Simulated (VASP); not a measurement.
**Al2P: relaxation of cell and atoms with PBE**

The system is Al2P.

```xyz
6
Lattice="6.5052 0.0000 0.0000 0.0000 6.5052 0.0000 0.0000 0.0000 3.2310" Properties=species:S:1:pos:R:3 pbc="T T T"
Al    1.8154    1.8154    0.0000
Al    4.6898    4.6898    0.0000
Al    5.0680    1.4372    1.6155
Al    1.4372    5.0680    1.6155
P     0.0000    0.0000    0.0000
P     3.2526    3.2526    1.6155
```

```yaml
Program: VASP 6.6.1
Task: relaxation of cell and atoms
Functional: PBE
Potentials_or_basis: VASP PAW PBE potentials, release 64 (Al, P)
Cutoff: 600 eV
k_mesh: 4 × 4 × 6
Occupations: gaussian, width 0.1 eV
Spin: no spin polarisation
Dipole_correction: no
Further_INCAR_settings: ALGO = Normal; EDIFF = 1e-06; IBRION = 2; EDIFFG = -0.04; NSW = 90; ISIF = 3
```

```
Relaxed volume                         : 20.38 Å³/atom
Relaxed cell                           : a = 5.883 Å, b = 5.883 Å, c = 3.533 Å, α = 90.00°, β = 90.00°, γ = 90.00°
Space group after relaxing (to 0.05 Å) : P4_2/mnm (No. 136)
Energy gained by relaxing              : 181.7 meV/atom
Ionic steps                            : 22
Pressure after relaxing                : 0.1 GPa
Largest force after relaxing           : 0.021 eV/Å
Band gap on the k mesh                 : zero (band 11 reaches 7.26 eV, above the bottom of band 12 at 4.74 eV)
```

Forces in eV/Å, atoms in the order of the input:
```
Al   0.015  0.015  0.000
Al  -0.015 -0.015  0.000
Al   0.015 -0.015  0.000
Al  -0.015  0.015  0.000
P    0.000  0.000  0.000
P    0.000  0.000  0.000
```

Stress tensor (GPa, compression positive):
```
 0.12  0.00  0.00
 0.00  0.12  0.00
 0.00  0.00 -0.03
```

Step by step:
```csv
step,energy change (eV),largest force (eV/Å),pressure (GPa),volume (Å³)
1,0.0000,0.0161,-5.61,136.73
2,-0.3505,0.1240,-0.92,121.53
3,-0.3580,0.1454,0.10,119.40
4,-0.4004,0.0787,0.44,118.98
5,-0.5815,0.7789,2.15,117.57
6,-0.3403,1.9970,5.87,114.12
7,-0.6392,1.0499,2.79,116.70
8,-0.6398,1.1088,2.91,116.51
9,-0.6437,1.1274,2.91,116.51
10,-0.6517,1.1845,2.92,116.53
11,-0.6514,1.3077,3.05,116.55
12,-0.6544,1.2444,2.98,116.54
13,-0.6640,1.2307,2.88,116.68
14,-0.6918,1.1897,2.60,117.11
15,-0.7432,1.1106,2.06,117.96
16,-0.8303,0.9629,1.07,119.67
17,-0.9467,0.7060,-0.64,123.14
18,-0.9837,0.2960,-3.33,130.23
19,-0.9980,0.4253,-2.49,127.73
20,-1.0401,0.3264,-1.86,126.23
21,-1.0898,0.0194,0.33,121.81
22,-1.0904,0.0215,0.07,122.28
```

Final structure:
```xyz
6
Lattice="5.8831 0.0000 0.0000 0.0000 5.8831 0.0000 0.0000 0.0000 3.5329" Properties=species:S:1:pos:R:3 pbc="T T T"
Al    1.7212    1.7212    0.0000
Al    4.1618    4.1618    0.0000
Al    4.6628    1.2203    1.7665
Al    1.2203    4.6628    1.7665
P     0.0000    0.0000    0.0000
P     2.9415    2.9415    1.7665
```

Levels at points of the mesh, in eV from the Fermi level:
```
           k point  band 9  band 10  band 11  band 12  band 13  band 14
(0.00, 0.00, 0.00)   -2.45    -1.92    -1.67     1.37     2.46     4.09
(0.50, 0.00, 0.00)   -0.57    -0.57     0.73     0.73     1.07     1.07
(0.50, 0.50, 0.00)   -1.58    -1.58     1.27     1.27     1.37     1.37
(0.00, 0.00, 0.50)   -0.80    -0.80    -0.21    -0.21     0.14     0.31
(0.50, 0.00, 0.50)   -2.59    -2.59    -1.24    -1.24     2.05     2.05
(0.50, 0.50, 0.50)   -0.72    -0.72     0.23     0.23     0.92     0.92
```

Run time: 22 min on 1 thread of Intel Xeon 8259CL (shared host), peak memory 0.31 GiB.
